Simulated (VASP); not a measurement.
# KBr (Fm-3m) in VASP: a series of runs, part 2 of 2

VASP 6.6.1. The steps go on from the part before.

## Step 3: Relaxation of cell and atoms, LDA

This run uses another cell than the first one, of 35.94 Å³/atom, 1.110 times its volume.

INCAR reads:

```
SYSTEM = KBr
PREC     = Accurate       ! precision mode
ENCUT    = 600            ! plane-wave cutoff, eV
EDIFF    = 1E-6           ! SCF threshold, eV
ISMEAR   = 0              ! smearing method
SIGMA    = 0.02           ! smearing width, eV
LREAL    = .False.        ! projectors in reciprocal space
LASPH    = .True.         ! aspherical terms in the spheres
NELM     = 60             ! most SCF steps
ALGO     = Normal         ! electronic algorithm
ISIF     = 3              ! what is computed and relaxed
LWAVE    = .False.        ! write WAVECAR
LCHARG   = .False.        ! write CHGCAR
IBRION   = 2              ! ionic algorithm
NSW      = 100            ! ionic steps
EDIFFG   = -0.005         ! ionic threshold
```

KPOINTS reads:

```
Automatic mesh
0
Gamma
  6 6 6
  0 0 0
```

POSCAR reads:

```
KBr
1.0
    0.0000000000      3.3000000000      3.3000000000
    3.3000000000      0.0000000000      3.3000000000
    3.3000000000      3.3000000000      0.0000000000
K Br
1 1
Direct
    0.0000000000      0.0000000000      0.0000000000
    0.5000000000      0.5000000000      0.5000000000
```

Potentials or basis: VASP PAW LDA potentials, release 64 (K_sv, Br).

Launch:

```console
$ cat potpaw_LDA.64/K_sv/POTCAR potpaw_LDA.64/Br/POTCAR > POTCAR
$ mpirun -np 1 vasp_std > vasp.out
```

OUTCAR:

```text
SYSTEM = KBr
   PREC = Accurate
   ENCUT = 600
   EDIFF = 1E-6
   ISMEAR = 0
   LREAL = .False.
   LASPH = .True.
   NELM = 60
   ISIF = 3
   IBRION = 2
   NSW = 100
   EDIFFG = -0.005

 ion  position               nearest neighbor table
   1  0.000  0.000  0.000-   2 3.30   2 3.30   2 3.30   2 3.30   2 3.30   2 3.30
   2  0.500  0.500  0.500-   1 3.30   1 3.30   1 3.30   1 3.30   1 3.30   1 3.30

  LATTYP: Found a face centered cubic cell.
 ALAT       =     6.6000000000

  Lattice vectors:

 A1 = (   0.0000000000,   3.3000000000,   3.3000000000)
 A2 = (   3.3000000000,   0.0000000000,   3.3000000000)
 A3 = (   3.3000000000,   3.3000000000,   0.0000000000)

Analysis of symmetry for initial positions (statically):
=====================================================================
 Subroutine PRICEL returns:
 Original cell was already a primitive cell.

 Routine SETGRP: Setting up the symmetry group for a
 face centered cubic supercell.

 Subroutine GETGRP returns: Found 48 space group operations
[... 146 lines left out ...]
   NGX = 19   NGY = 19   NGZ = 19

--------------------------------------- Ionic step        1  -------------------------------------------

 number of electron      16.0000000 magnetization

 Free energy of the ion-electron system (eV)
  ---------------------------------------------------
  ext. energy  EPLUGINS =         0.00000000
  ---------------------------------------------------
  free energy    TOTEN  =        -6.79744511 eV

  energy without entropy =       -6.79744511  energy(sigma->0) =       -6.79744511

------------------------ aborting loop because EDIFF is reached ----------------------------------------

  FORCE on cell =-STRESS in cart. coord.  units (eV):
  Direction    XX          YY          ZZ          XY          YZ          ZX
  --------------------------------------------------------------------------------------
  -------------------------------------------------------------------------------------
  Total       -0.7130238     -0.7130238     -0.7130238      0.0000000      0.0000000     -0.0000000
  in kB      -15.8943505    -15.8943505    -15.8943505      0.0000000      0.0000000     -0.0000000
  external PRESSURE =     -15.8943505 kB  Pullay stress =       0.0000000 kB
[... 95 lines left out ...]
--------------------------------------- Ionic step        4  -------------------------------------------

 number of electron      15.9999999 magnetization

 Free energy of the ion-electron system (eV)
  ---------------------------------------------------
  ext. energy  EPLUGINS =         0.00000000
  ---------------------------------------------------
  free energy    TOTEN  =        -6.83500241 eV

  energy without entropy =       -6.83500241  energy(sigma->0) =       -6.83500241

 E-fermi :  -1.3361     XC(G=0):  -8.2968

 val. band max:       -1.4680541147   @ k =   0.0000   0.0000   0.0000
 cond. band min:       2.8474512807   @ k =   0.0000   0.0000   0.0000
 fundamental gap:      4.3155053955
 Fermi energy:        -1.3361094444

 k-point     1 :       0.0000    0.0000    0.0000
  band No.  band energies     occupation
      1     -28.6865      2.00000
      2     -13.9290      2.00000
      3     -12.4116      2.00000
      4     -12.4116      2.00000
      5     -12.4116      2.00000
      6      -1.4681      2.00000
      7      -1.4681      2.00000
      8      -1.4681      2.00000
      9       2.8475      0.00000
     10       5.8723      0.00000
     11       5.8723      0.00000
     12       5.8723      0.00000
[... 252 lines left out ...]
  FREE ENERGIE OF THE ION-ELECTRON SYSTEM (eV)
  ---------------------------------------------------
  free  energy   TOTEN  =        -6.8350024095 eV

  energy  without entropy=       -6.8350024095  energy(sigma->0) =       -6.83500241

 reached required accuracy - stopping structural energy minimisation
```

CONTCAR:

```text
KBr
   1.00000000000000
     0.0000000000000000    3.1908758861177811    3.1908758861177811
     3.1908758861177811    0.0000000000000000    3.1908758861177811
     3.1908758861177811    3.1908758861177811   -0.0000000000000000
  K               Br
     1     1
Direct
     0.0000000000000000    1.0000000000000000    1.0000000000000000
     0.5000000000000000    0.5000000000000000    0.5000000000000000

  0.00000000E+00  0.00000000E+00  0.00000000E+00
  0.00000000E+00  0.00000000E+00  0.00000000E+00
```

Run time: 1.8 min. Hardware: 1 thread of Intel Xeon 8259CL, shared host; peak memory 0.2 GiB.

Results:

| Quantity | Value |
| --- | --- |
| Free energy | -6.8350 eV |
| Relaxed volume | 32.49 Å³/atom |
| Relaxed cell | a = 4.513 Å, b = 4.513 Å, c = 4.513 Å, α = 60.00°, β = 60.00°, γ = 60.00° |
| Space group after relaxing (to 0.05 Å) | Fm-3m (No. 225) |
| Energy gained by relaxing | 18.8 meV/atom |
| Ionic steps | 4 |
| Pressure after relaxing | 0.0 GPa |
| Band gap on the k mesh | 4.32 eV, direct |

The path:
```csv
step,energy change (eV),largest force (eV/Å),pressure (GPa),volume (Å³)
1,0.0000,0.0000,-1.59,71.87
2,-0.0284,0.0000,-0.87,68.23
3,-0.0375,0.0000,-0.08,65.26
4,-0.0376,0.0000,0.01,64.98
```

Final structure:
```
K Br
1.0
     0.00000    3.19088    3.19088
     3.19088    0.00000    3.19088
     3.19088    3.19088    0.00000
K Br
1 1
Cartesian
  6.3818 3.1909 3.1909
  3.1909 3.1909 3.1909
```

Levels at points of the mesh, in eV from the valence-band top:
| k point | band 4 | band 5 | band 6 | band 7 | band 8 | band 9 | band 10 | band 11 | band 12 |
| --- | --- | --- | --- | --- | --- | --- | --- | --- | --- |
| (0.00, 0.00, 0.00) | -10.94 | -10.94 | 0.00 | 0.00 | 0.00 | 4.32 | 7.34 | 7.34 | 7.34 |
| (0.50, 0.00, 0.00) | -10.95 | -10.65 | -1.47 | -0.45 | -0.45 | 6.46 | 8.29 | 9.78 | 9.78 |
| (0.50, 0.50, 0.00) | -11.00 | -11.00 | -0.96 | -0.33 | -0.33 | 5.41 | 7.24 | 9.35 | 9.71 |
